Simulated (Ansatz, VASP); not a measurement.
CO2 in VASP and in Ansatz

File INCAR:

```
SYSTEM = CO2
PREC = Accurate
ENCUT = 520
EDIFF = 1E-7
ISMEAR = 0
SIGMA = 0.05
LREAL = .FALSE.
LASPH = .TRUE.
NELM = 100
ALGO = Normal
ISIF = 2
LWAVE = .FALSE.
LCHARG = .FALSE.
GGA = PE
NBANDS = 44
```

Contents of KPOINTS:

```
regular mesh
0
G
  4 4 4
  0 0 0
```

Contents of POSCAR:

```
CO2
1.0
    5.6246119208      0.0000000000      0.0000000000
    0.0000000000      5.6246119208      0.0000000000
    0.0000000000      0.0000000000      5.9024677497
C O
4 8
Direct
    0.0000000000      0.0000000000      0.0000000000
    0.5000000000      0.0000000000      0.5000000000
    0.5000000000      0.5000000000      0.0000000000
    0.0000000000      0.5000000000      0.5000000000
    0.1114834447      0.1114834447      0.1114834447
    0.3885165553      0.8885165553      0.6114834447
    0.6114834447      0.3885165553      0.8885165553
    0.8885165553      0.6114834447      0.3885165553
    0.8885165553      0.8885165553      0.8885165553
    0.6114834447      0.1114834447      0.3885165553
    0.3885165553      0.6114834447      0.1114834447
    0.1114834447      0.3885165553      0.6114834447
```

Input for Ansatz:

```yaml
crystal:
  lattice:
    - [5.6246119208, 0.0, 0.0]
    - [0.0, 5.6246119208, 0.0]
    - [0.0, 0.0, 5.9024677497]
  atoms:
    - { symbol: C, position: [0.0, 0.0, 0.0] }
    - { symbol: C, position: [0.5, 0.0, 0.5] }
    - { symbol: C, position: [0.5, 0.5, 0.0] }
    - { symbol: C, position: [0.0, 0.5, 0.5] }
    - { symbol: O, position: [0.1114834447, 0.1114834447, 0.1114834447] }
    - { symbol: O, position: [0.3885165553, 0.8885165553, 0.6114834447] }
    - { symbol: O, position: [0.6114834447, 0.3885165553, 0.8885165553] }
    - { symbol: O, position: [0.8885165553, 0.6114834447, 0.3885165553] }
    - { symbol: O, position: [0.8885165553, 0.8885165553, 0.8885165553] }
    - { symbol: O, position: [0.6114834447, 0.1114834447, 0.3885165553] }
    - { symbol: O, position: [0.3885165553, 0.6114834447, 0.1114834447] }
    - { symbol: O, position: [0.1114834447, 0.3885165553, 0.6114834447] }
basis:
  ecutwfc: 520.0
kpoints:
  mp_grid: { grid: [4, 4, 4] }
hamiltonian:
  xc: pbe
scf:
  occupations: { method: gaussian, width: 0.05 }
output:
  forces: true
  stress: true
  eigenvalues: true
```

Alike in both runs: task single point; functional PBE; k mesh 4 × 4 × 4; occupations gaussian, width 0.05 eV; no spin polarisation.

|  | VASP | Ansatz |
| --- | --- | --- |
| version | VASP 6.6.1 | Ansatz 0.2.0 |
| potentials or method | VASP PAW PBE potentials, release 64 (C, O), cutoff 520 eV | scalar-relativistic, plane waves, PAW |
| valence electrons in the cell | 64 | 64 |

Ansatz gave:

```
gap on the k mesh at the Fermi level (eV)                     : 7.20
least direct gap on the mesh (eV)                             : 7.20
pressure (GPa)                                                : 21.5
traceless stress, the component that is largest in VASP (GPa) : 1.16
rms of the force components (eV/Å)                            : 3.916
```

Task: What did VASP give for the same quantities?

Result: gap on the k mesh at the Fermi level (eV): 7.19; least direct gap on the mesh (eV): 7.19; pressure (GPa): 23.8; traceless stress, the component that is largest in VASP (GPa): 1.32; rms of the force components (eV/Å): 4.402.

Atom by atom the forces differ by 0.487 eV/Å (rms over components).

Noted on VASP's run: the standard files for N, O and F lose accuracy on very short bonds.
